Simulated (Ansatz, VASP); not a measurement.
# One calculation of S, two programs

Contents of INCAR:

```
SYSTEM = S
ALGO = Normal ; EDIFF = 1E-7
EDIFFG = -0.01 ; ENCUT = 500
GGA = PE ; GGA_COMPAT = .False.
IBRION = 2 ; ISIF = 3
ISMEAR = 0 ; LASPH = .True.
LCHARG = .False. ; LREAL = .False.
LWAVE = .False. ; NELM = 120
NELMIN = 4 ; NSW = 100
PREC = Accurate ; SIGMA = 0.02
```

Contents of KPOINTS:

```
k-points
0
Gamma
  8 8 6
  0 0 0
```

File POSCAR:

```
S
1.0
    4.1437922012      0.0000000000      0.0000000000
    0.0000000000      4.1437922012      0.0000000000
    0.0000000000      0.0000000000      4.9593500467
S
3
Direct
    0.5000000000      0.5000000000      0.7676032287
    0.0000000000      0.5000000000      0.9432483856
    0.5000000000      0.0000000000      0.9432483856
```

Input for Ansatz:

```yaml
crystal:
  lattice:
    - [4.1437922012, 0.0, 0.0]
    - [0.0, 4.1437922012, 0.0]
    - [0.0, 0.0, 4.9593500467]
  atoms:
    - { symbol: S, position: [0.5, 0.5, 0.7676032287] }
    - { symbol: S, position: [0.0, 0.5, 0.9432483856] }
    - { symbol: S, position: [0.5, 0.0, 0.9432483856] }
basis:
  ecutwfc: 420
kpoints:
  mp_grid: { grid: [8, 8, 6] }
hamiltonian:
  xc: pbe
scf:
  occupations: { method: gaussian, width: 0.02 }
output:
  forces: true
  stress: true
  eigenvalues: true
relax:
  adjacent_minimum: "off"
  f_tol: 0.01
  max_steps: 80
  cell: { stress_tol: 0.05 }
```

Alike in both runs: task relaxation of cell and atoms; functional PBE; k mesh 8 × 8 × 6; occupations gaussian, width 0.02 eV; no spin polarisation.

```csv
,VASP,Ansatz
version,VASP 6.6.1,Ansatz 0.2.0
potentials or method,"VASP PAW PBE potentials, release 64 (S), cutoff 500 eV","scalar-relativistic, plane waves, PAW"
valence electrons in the cell,18,18
```

Ansatz gave:

```
gap on the k mesh at the Fermi level, each at its own relaxed structure (eV)  : none
relaxed volume (Å³/atom)                                                      : 27.13
relaxed length of the cell vector where the two differ most in proportion (Å) : 4.711
```

Question: Which values does VASP return?

Answer: gap on the k mesh at the Fermi level, each at its own relaxed structure (eV): none; relaxed volume (Å³/atom): 26.76; relaxed length of the cell vector where the two differ most in proportion (Å): 4.665.

A gap of «none» marks a metal or a gap that the smearing closes.
